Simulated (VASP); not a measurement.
A run of VASP 6.6.1:

File INCAR:

```
SYSTEM = CdF2
PREC     = Accurate       ! precision mode
ENCUT    = 700            ! plane-wave cutoff, eV
EDIFF    = 1E-6           ! SCF threshold, eV
ISMEAR   = 0              ! smearing method
SIGMA    = 0.05           ! smearing width, eV
LREAL    = .FALSE.        ! projectors in reciprocal space
LASPH    = .TRUE.         ! aspherical terms in the spheres
NELM     = 120            ! most SCF steps
ALGO     = Normal         ! electronic algorithm
ISIF     = 2              ! what is computed and relaxed
LWAVE    = .FALSE.        ! write WAVECAR
LCHARG   = .TRUE.         ! write CHGCAR
GGA      = PS             ! functional
LELF     = .TRUE.         ! ELF
LVHAR    = .TRUE.       
NBANDS   = 24             ! bands
GGA_COMPAT= .FALSE.
```

KPOINTS

```
regular mesh
0
G
  8 8 8
  0 0 0
```

Contents of POSCAR:

```
CdF2
1.0
    0.0000000000      2.5742746983      2.4731057027
    2.5742746983      0.0000000000      2.4731057027
    2.5742746983      2.5742746983      0.0000000000
Cd F
1 2
Direct
    0.0000000000      0.0000000000      0.0000000000
    0.2500000000      0.2500000000      0.2500000000
    0.7500000000      0.7500000000      0.7500000000
```

Potentials or basis: VASP PAW PBE potentials, release 64 (Cd_sv_GW, F).

Command:

```console
$ cat potpaw_PBE.64/Cd_sv_GW/POTCAR potpaw_PBE.64/F/POTCAR > POTCAR
$ mpirun -np 1 vasp_std > vasp.out
```

Hardware: 1 thread of AMD EPYC 7R13 Processor (Zen 3), on a shared host.

Q: Estimate the wall time of this run.

A: Wall time 83 s on 1 thread of AMD EPYC 7R13 Processor (Zen 3) (shared host), peak memory 0.2 GiB. Counts: scf iterations 14, k points 59.
